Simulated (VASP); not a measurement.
Runs of VASP 6.6.1 on W2Cl. The structure is that of space group Fd-3m (No. 227), or close to it. The cells are those of the table. 

```csv
task,spin,cell,k mesh,cutoff (eV),gap on the mesh (eV),pressure (GPa),relaxed volume (Å³/atom)
relaxation of cell and atoms,off,"relaxed from a = 5.488 Å, angles 60.0°, 6 atoms",4 × 4 × 4,600,none,-0.1,18.79
single point,off,"a = 5.420 Å, angles 60.0°, 6 atoms",8 × 8 × 8,520,none,0.3,-
single point,"collinear, zero start","a = 5.488 Å, angles 60.0°, 6 atoms",4 × 4 × 4,520,none,-4.8,-
single point,off,"a = 5.488 Å, angles 60.0°, 6 atoms",4 × 4 × 4,520,none,-4.8,-
single point,off,"a = 5.416 Å, angles 60.0°, 6 atoms",4 × 4 × 4,520,none,0.3,-
relaxation of cell and atoms,off,"relaxed from a = 5.416 Å, angles 60.0°, 6 atoms",8 × 8 × 8,600,none,0.0,(a)
```

Alike in all rows: level PBE; potentials or basis VASP PAW PBE potentials, release 64 (W_sv, Cl); smearing gaussian 0.1 eV.

Task: Estimate the missing entries.

Result: (a) 18.81.

Caveats: spin-orbit coupling is left out, which moves the levels of the heavy elements; the cell stands under tension (at least some runs).

A k mesh can miss the band edges, and the runs leave out spin-orbit coupling on W.

A gap of «none» marks levels without a gap at the run's occupations.
